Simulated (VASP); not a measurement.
# Sc8H in VASP: single point with PBE

Aim: the single point of Sc8H with PBE.

Everything below comes from runs of VASP 6.6.1. Logs are shortened: lines on timing, memory, paths and dates and some standing lists are left out, and cuts for length are marked.

### Step 1. The cell of the first run

The cell holds a slab with vacuum, 9 atoms: a = 6.639 Å, b = 5.163 Å, c = 19.113 Å, α = 90.00°, β = 90.00°, γ = 90.00°.

### Step 2. Single point, PBE

Input file INCAR:

```
PREC = Accurate ; ENCUT = 520
EDIFF = 1E-6 ; ISMEAR = 0
SIGMA = 0.1 ; LREAL = False
LASPH = True ; NELM = 100
ALGO = Normal ; ISIF = 2
LWAVE = False ; LCHARG = True
LDIPOL = True ; IDIPOL = 3
DIPOL = 0.5 0.5 0.318 ; GGA = PE
LELF = True ; LVHAR = True
LVACPOTAV = True ; NBANDS = 54
```

Input file KPOINTS:

```
regular mesh
0
Gamma
  4 5 1
```

Input file POSCAR:

```
Sc8H
1.0
    6.6389479791      0.0000000000      0.0000000000
    0.0000000000      5.1626219083      0.0000000000
    0.0000000000      0.0000000000     19.1132872497
Sc H
8 1
Direct
    0.0000000000      0.7500000000      0.2092784955
    0.5000000000      0.7500000000      0.2092784955
    0.2500000000      0.2500000000      0.2594137541
    0.7500000000      0.2500000000      0.2594137541
    0.2500000000      0.7500000000      0.3452852846
    0.7500000000      0.7500000000      0.3452852846
    0.0000000000      0.2500000000      0.3983243254
    0.5000000000      0.2500000000      0.3983243254
    0.1875000000      0.6250000000      0.4414787144
```

Potentials or basis: VASP PAW PBE potentials, release 64 (Sc_sv, H).

On the command line:

```
$ cat potpaw_PBE.64/Sc_sv/POTCAR potpaw_PBE.64/H/POTCAR > POTCAR
$ mpirun -np 1 vasp_std > vasp.out
```

OUTCAR:

```text
PREC = Accurate
   ENCUT = 520
   EDIFF = 1E-6
   ISMEAR = 0
   LREAL = False
   LASPH = True
   NELM = 100
   ISIF = 2
   GGA = PE

 ion  position               nearest neighbor table
   1  0.000  0.750  0.209-   5 3.08   6 3.08   3 3.21   4 3.21   3 3.21   4 3.21   2 3.32   2 3.32

   2  0.500  0.750  0.209-   5 3.08   6 3.08   3 3.21   4 3.21   3 3.21   4 3.21   1 3.32   1 3.32

   3  0.250  0.250  0.259-   5 3.06   5 3.06   8 3.13   7 3.13   1 3.21   1 3.21   2 3.21   2 3.21
                             4 3.32   4 3.32
   4  0.750  0.250  0.259-   6 3.06   6 3.06   8 3.13   7 3.13   1 3.21   1 3.21   2 3.21   2 3.21
                             3 3.32   3 3.32
   5  0.250  0.750  0.345-   9 1.99   3 3.06   3 3.06   2 3.08   1 3.08   7 3.23   8 3.23   7 3.23
                             8 3.23   6 3.32   6 3.32
   6  0.750  0.750  0.345-   4 3.06   4 3.06   1 3.08   2 3.08   8 3.23   7 3.23   7 3.23   8 3.23
                             5 3.32   5 3.32
   7  0.000  0.250  0.398-   3 3.13   4 3.13   5 3.23   6 3.23   5 3.23   6 3.23   8 3.32   8 3.32

   8  0.500  0.250  0.398-   3 3.13   4 3.13   5 3.23   6 3.23   5 3.23   6 3.23   7 3.32   7 3.32

   9  0.188  0.625  0.441-   5 1.99

  LATTYP: Found a simple orthorhombic cell.
 ALAT       =     5.1626219083
 B/A-ratio  =     1.2859643989
 C/A-ratio  =     3.7022442451

  Lattice vectors:

 A1 = (   0.0000000000,  -5.1626219083,   0.0000000000)
 A2 = (   6.6389479791,   0.0000000000,   0.0000000000)
 A3 = (   0.0000000000,   0.0000000000,  19.1132872497)

Analysis of symmetry for initial positions (statically):
=====================================================================
 Subroutine PRICEL returns:
 Original cell was already a primitive cell.

 Routine SETGRP: Setting up the symmetry group for a
 simple orthorhombic supercell.

 Subroutine GETGRP returns: Found  1 space group operations
 (whereof  1 operations were pure point group operations)
 out of a pool of  8 trial point group operations.

The static configuration has the point symmetry C_1 .

Analysis of symmetry for dynamics (positions and initial velocities):
=====================================================================
 Subroutine PRICEL returns:
 Original cell was already a primitive cell.

 Routine SETGRP: Setting up the symmetry group for a
 simple orthorhombic supercell.

 Subroutine GETGRP returns: Found  1 space group operations
 (whereof  1 operations were pure point group operations)
 out of a pool of  8 trial point group operations.

The dynamic configuration has the point symmetry C_1 .

 Subroutine INISYM returns: Found  1 space group operations
 (whereof  1 operations are pure point group operations),
 and found     1 'primitive' translations

----------------------------------------------------------------------------------------

                                     Primitive cell

  volume of cell :     655.0960

  direct lattice vectors                    reciprocal lattice vectors
     6.638947979  0.000000000  0.000000000     0.150626274  0.000000000  0.000000000
     0.000000000  5.162621908  0.000000000     0.000000000  0.193700026  0.000000000
     0.000000000  0.000000000 19.113287250     0.000000000  0.000000000  0.052319624

  length of vectors
     6.638947979  5.162621908 19.113287250     0.150626274  0.193700026  0.052319624

  position of ions in fractional coordinates (direct lattice)
     0.000000000  0.750000000  0.209278496
     0.500000000  0.750000000  0.209278496
     0.250000000  0.250000000  0.259413754
     0.750000000  0.250000000  0.259413754
     0.250000000  0.750000000  0.345285285
     0.750000000  0.750000000  0.345285285
     0.000000000  0.250000000  0.398324325
     0.500000000  0.250000000  0.398324325
     0.187500000  0.625000000  0.441478714

  ion indices of the primitive-cell ions
   primitive index   ion index
                 1           1
                 2           2
                 3           3
                 4           4
                 5           5
                 6           6
                 7           7
                 8           8
                 9           9

----------------------------------------------------------------------------------------

 KPOINTS: regular mesh

Automatic generation of k-mesh.
 Grid dimensions read from file:
 generate k-points for:    4    5    1

 Generating k-lattice:

  Cartesian coordinates                     Fractional coordinates (reciprocal lattice)
     0.037656569  0.000000000  0.000000000     0.250000000  0.000000000  0.000000000
     0.000000000  0.038740005  0.000000000     0.000000000  0.200000000  0.000000000
     0.000000000  0.000000000  0.052319624     0.000000000  0.000000000  1.000000000

  Length of vectors
     0.037656569  0.038740005  0.052319624

  Shift w.r.t. Gamma in fractional coordinates (k-lattice)
     0.000000000  0.000000000  0.000000000

 Subroutine IBZKPT returns following result:
 ===========================================

 Found     11 irreducible k-points:

 Following reciprocal coordinates:
            Coordinates               Weight
  0.000000  0.000000  0.000000      1.000000
  0.250000  0.000000  0.000000      2.000000
  0.500000  0.000000  0.000000      1.000000
  0.000000  0.200000  0.000000      2.000000
  0.250000  0.200000  0.000000      2.000000
 -0.250000  0.200000  0.000000      2.000000
  0.500000  0.200000  0.000000      2.000000
  0.000000  0.400000  0.000000      2.000000
  0.250000  0.400000  0.000000      2.000000
 -0.250000  0.400000  0.000000      2.000000
  0.500000  0.400000  0.000000      2.000000
   k-points           NKPTS =     11   k-points in BZ     NKDIM =     11   number of bands    NBANDS=     54
   number of dos      NEDOS =    301   number of ions     NIONS =      9
   total plane-waves  NPLWV = 288000
   dimension x,y,z NGX =    50 NGY =   40 NGZ =  144
   dimension x,y,z NGXF=   100 NGYF=   80 NGZF=  288
   ions per type =               8   1
   NGX,Y,Z   is equivalent  to a cutoff of  12.52, 12.88, 12.53 a.u.
   NGXF,Y,Z  is equivalent  to a cutoff of  25.04, 25.76, 25.05 a.u.
 SYSTEM =  unknown system
   PREC   = accura    normal or accurate (medium, high low for compatibility)
   ISTART =      0    job   : 0-new  1-cont  2-samecut
   ICHARG =      2    charge: 1-file 2-atom 10-const
   ISPIN  =      1    spin polarized calculation?
   LNONCOLLINEAR =      F non collinear calculations
   LSORBIT =      F    spin-orbit coupling
   LASPH  =      T    aspherical Exc in radial PAW
   ENCUT  =  520.0 eV  38.22 Ry    6.18 a.u.  12.34  9.60 35.54*2*pi/ulx,y,z
   NELM   =    100;   NELMIN=  2; NELMDL= -5     # of ELM steps
   EDIFF  = 0.1E-05   stopping-criterion for ELM
   LREAL  =      F    real-space projection
   EDIFFG = 0.1E-04   stopping-criterion for IOM
   NSW    =      0    number of steps for IOM
   IBRION =     -1    ionic relax: 0-MD 1-quasi-New 2-CG
   NFREE  =      0    steps in history (QN), initial steepest desc. (CG)
   ISIF   =      2    stress and relaxation
   ISYM   =      2    0-nonsym 1-usesym 2-fastsym
   POTIM  = 0.5000    time-step for ionic-motion
   TEBEG  =    0.0;   TEEND  =   0.0 temperature during run
   PSTRESS=    0.0 pullay stress
   NELECT =      89.0000    total number of electrons
   NUPDOWN=      -1.0000    fix difference up-down
   EMIN   =  10.00;   EMAX   =-10.00  energy-range for DOS
   EFERMI =   0.00;   METHOD = LEGACY
   ISMEAR =     0;   SIGMA  =   0.10  broadening in eV -4-tet -1-fermi 0-gaus
   EFERMI_NEDOS =   21; number of points for ismear=-14 and -15
   IALGO  =     38    algorithm
   IMIX   =      4    mixing-type and parameters
     AMIX     =   0.40;   BMIX     =  1.00
     AMIX_MAG =   1.60;   BMIX_MAG =  1.00
  volume/ion in A,a.u.               =      72.79       491.20
  Fermi-wavevector in a.u.,A,eV,Ry     =   0.841595  1.590384  9.636765  0.708282
  Thomas-Fermi vector in A             =   1.956165
   LORBIT       =      0    0 simple, 1 ext, 2 COOP (PROOUT), +10 PAW based schemes
   GGA     = PE    functional components
   LHFCALC =     F    Hartree Fock is set to
   AEXX    =    0.0000 exact exchange contribution
   IVDW    =     0    specifies the selected vdW correction
   LEPSILON=     F    determine dielectric tensor
   LRPA    =     F    only Hartree local field effects (RPA)
 non-spin polarized calculation
 Gauss-broadening in eV      SIGMA  =   0.10
  energy-cutoff  :      520.00
  volume of cell :      655.10
 maximum number of plane-waves:     17709
 NGX is ok and might be reduce to    50
   NGX = 25   NGY = 19   NGZ = 71

 dipolmoment           0.000000      0.000000      0.017050 electrons x Angstroem

 number of electron      88.9999996 magnetization

 dipolmoment           0.000000      0.000000     -0.032274 electrons x Angstroem

 Free energy of the ion-electron system (eV)
  ---------------------------------------------------
  ext. energy  EPLUGINS =         0.00000000
  ---------------------------------------------------
  free energy    TOTEN  =       -48.90746762 eV

  energy without entropy =      -48.85446462  energy(sigma->0) =      -48.88096612

 E-fermi :  -1.0802     XC(G=0):  -3.9621

 val. band max:       -1.0835852173   @ k =   0.0000   0.4000   0.0000
 cond. band min:      -1.0706085446   @ k =   0.0000   0.0000   0.0000
 fundamental gap:      0.0129766727
 Fermi energy:        -1.0801514506

 k-point     1 :       0.0000    0.0000    0.0000
  band No.  band energies     occupation
      1     -51.0296      2.00000
      2     -51.0051      2.00000
      3     -50.9053      2.00000
      4     -50.8874      2.00000
      5     -50.4975      2.00000
      6     -50.4460      2.00000
[... 46 lines left out ...]
     53       0.0968      0.00000
     54       0.1813      0.00000

 k-point     2 :       0.2500    0.0000    0.0000
  band No.  band energies     occupation
      1     -51.0280      2.00000
      2     -51.0067      2.00000
      3     -50.9027      2.00000
      4     -50.8901      2.00000
      5     -50.4974      2.00000
      6     -50.4445      2.00000
[... 46 lines left out ...]
     53      -0.0007      0.00000
     54       0.0720      0.00000

 k-point     3 :       0.5000    0.0000    0.0000
  band No.  band energies     occupation
      1     -51.0262      2.00000
      2     -51.0085      2.00000
      3     -50.8966      2.00000
      4     -50.8962      2.00000
      5     -50.4972      2.00000
      6     -50.4424      2.00000
[... 46 lines left out ...]
     53      -0.0676      0.00000
     54       0.0615      0.00000
[... 343 lines left out ...]
 k-point    10 :      -0.2500    0.4000    0.0000
  band No.  band energies     occupation
      1     -51.0275      2.00000
      2     -51.0065      2.00000
      3     -50.9018      2.00000
      4     -50.8899      2.00000
      5     -50.4899      2.00000
      6     -50.4526      2.00000
[... 46 lines left out ...]
     53      -0.1170      0.00000
     54      -0.0695      0.00000

 k-point    11 :       0.5000    0.4000    0.0000
  band No.  band energies     occupation
      1     -51.0258      2.00000
      2     -51.0082      2.00000
      3     -50.8960      2.00000
      4     -50.8956      2.00000
      5     -50.4897      2.00000
      6     -50.4511      2.00000
[... 46 lines left out ...]
     53      -0.2456      0.00000
     54      -0.2012      0.00000

------------------------ aborting loop because EDIFF is reached ----------------------------------------

  FORCE on cell =-STRESS in cart. coord.  units (eV):
  Direction    XX          YY          ZZ          XY          YZ          ZX
  --------------------------------------------------------------------------------------
  -------------------------------------------------------------------------------------
  Total       -0.6577537     -4.0264459      1.0174796     -0.0097483     -0.5422268     -0.2722998
  in kB       -1.6086771     -9.8475338      2.4884639     -0.0238414     -1.3261316     -0.6659673
  external PRESSURE =      -2.9892490 kB  Pullay stress =       0.0000000 kB

 VOLUME and BASIS-vectors are now :
 -----------------------------------------------------------------------------
  energy-cutoff  :      520.00
  volume of cell :      655.10
      direct lattice vectors                 reciprocal lattice vectors
     6.638947979  0.000000000  0.000000000     0.150626274  0.000000000  0.000000000
     0.000000000  5.162621908  0.000000000     0.000000000  0.193700026  0.000000000
     0.000000000  0.000000000 19.113287250     0.000000000  0.000000000  0.052319624

 POSITION                                       TOTAL-FORCE (eV/Angst)
 -----------------------------------------------------------------------------------
      0.00000      3.87197      4.00000        -0.076649     -0.021289     -0.243104
      3.31947      3.87197      4.00000         0.087449     -0.015368     -0.303625
      1.65974      1.29066      4.95825        -0.000301      0.016959      0.137950
      4.97921      1.29066      4.95825        -0.020960      0.038613      0.235247
      1.65974      3.87197      6.59954         0.103737     -0.097614      0.030268
      4.97921      3.87197      6.59954        -0.019235      0.009011     -0.148679
      0.00000      1.29066      7.61329         0.460091      0.572379      0.182850
      3.31947      1.29066      7.61329        -0.286444      0.245336      0.100580
      1.24480      3.22664      8.43811        -0.247687     -0.748027      0.008513
 -----------------------------------------------------------------------------------
    total drift:                               -0.000041      0.000009      0.001206

  FREE ENERGIE OF THE ION-ELECTRON SYSTEM (eV)
  ---------------------------------------------------
  free  energy   TOTEN  =       -48.9074676212 eV

  energy  without entropy=      -48.8544646178  energy(sigma->0) =      -48.88096612

 vacuum level on the upper side and lower side of the slab         2.189         2.359
```

It took 19 min on 1 thread of AMD EPYC 9R45 (Zen 5), shared host; peak memory 0.71 GiB.

What came out:

```yaml
Free_energy: -48.9075 eV
Largest_force: 0.788 eV/Å
```

Forces in eV/Å, atoms in the order of the input:
```
Sc  -0.077 -0.021 -0.243
Sc   0.087 -0.015 -0.304
Sc   0.000  0.017  0.138
Sc  -0.021  0.039  0.235
Sc   0.104 -0.098  0.030
Sc  -0.019  0.009 -0.149
Sc   0.460  0.572  0.183
Sc  -0.286  0.245  0.101
H   -0.248 -0.748  0.009
```
